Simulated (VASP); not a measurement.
A run of VASP 6.6.1:

The input POSCAR:

```
Si
1.0
    2.7154700000     -2.7154700000      0.0000000000
    2.7154700000      0.0000000000     -2.7154700000
    6.2455810000      4.6162990000      5.4309400000
Si
6
Direct
    0.5041766667      0.6666666667      0.5416333333
    0.9375100000      0.0000000000      0.2083000000
    0.0708433333      0.3333333333      0.8749666667
    0.4291766667      0.6666666667      0.7916333333
    0.8625100000      1.0000000000      0.4583000000
    0.2958433333      0.3333333333      0.1249666667
```

File INCAR.step1:

```
SYSTEM = Si
PREC = Accurate ; ENCUT = 520
ISMEAR = 0 ; SIGMA = 0.05
LREAL = .False. ; LASPH = .True.
NELM = 60 ; NBANDS = 21
GGA = PE ; ALGO = Normal
EDIFF = 1E-4 ; LWAVE = .True.
LCHARG = .False.
```

File INCAR.step2:

```
SYSTEM = Si
PREC = Accurate ; ENCUT = 520
EDIFF = 1E-6 ; ISMEAR = 0
SIGMA = 0.05 ; LREAL = .False.
LASPH = .True. ; NELM = 60
ALGO = Normal ; ISIF = 2
LWAVE = .False. ; LCHARG = .True.
METAGGA = R2SCAN ; LMIXTAU = .True.
LELF = .True. ; LVHAR = .True.
NBANDS = 21 ; ISTART = 1
```

The input KPOINTS:

```
regular mesh
0
Gamma
  8 8 3
  0 0 0
```

Potentials or basis: VASP PAW PBE potentials, release 64 (Si).

Launch:

```console
$ cat potpaw_PBE.64/Si/POTCAR > POTCAR
$ cp INCAR.step1 INCAR
$ mpirun -np 1 vasp_std > vasp.out
$ cp INCAR.step2 INCAR
$ mpirun -np 1 vasp_std > vasp.out
```

Hardware: 1 thread of Oxide Virtual Turin-like Processor (shared host).

**Question.** How long does it take, and how much memory?

**Answer.** Wall time 17 min on 1 thread of Oxide Virtual Turin-like Processor, on a shared host, peak memory 0.32 GiB. Counts: k points 98.
